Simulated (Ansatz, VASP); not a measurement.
**GaN: VASP beside Ansatz**

```xyz
2
Lattice="2.7184 0.0000 0.0000 0.0000 2.7184 0.0000 0.0000 0.0000 2.7915" Properties=species:S:1:pos:R:3 pbc="T T T"
Ga    1.3592    1.3592    1.3957
N     0.0000    0.0000    0.0000
```

Alike in both runs: functional PBE; k mesh 6 × 6 × 6; occupations gaussian, width 0.1 eV; no spin polarisation.

Ansatz relaxed the structure, and its values are those at the end. VASP's run is a single point on that final structure, the one shown.

|  | VASP | Ansatz |
| --- | --- | --- |
| version | VASP 6.6.1 | Ansatz 0.2.0 |
| potentials or method | VASP PAW PBE potentials, release 64 (Ga_d, N), cutoff 520 eV | scalar-relativistic, plane waves, PAW |
| valence electrons in the cell | 18 | 18 |

VASP gave:

```
gap on the k mesh at the Fermi level (eV) : none
pressure (GPa)                            : 0.5
```

Estimate Ansatz's values.

gap on the k mesh at the Fermi level (eV): none; pressure (GPa): 0.0.

A gap of «none» marks a metal or a gap that the smearing closes.

The k mesh is coarse, so the values compare programs but aren't converged.
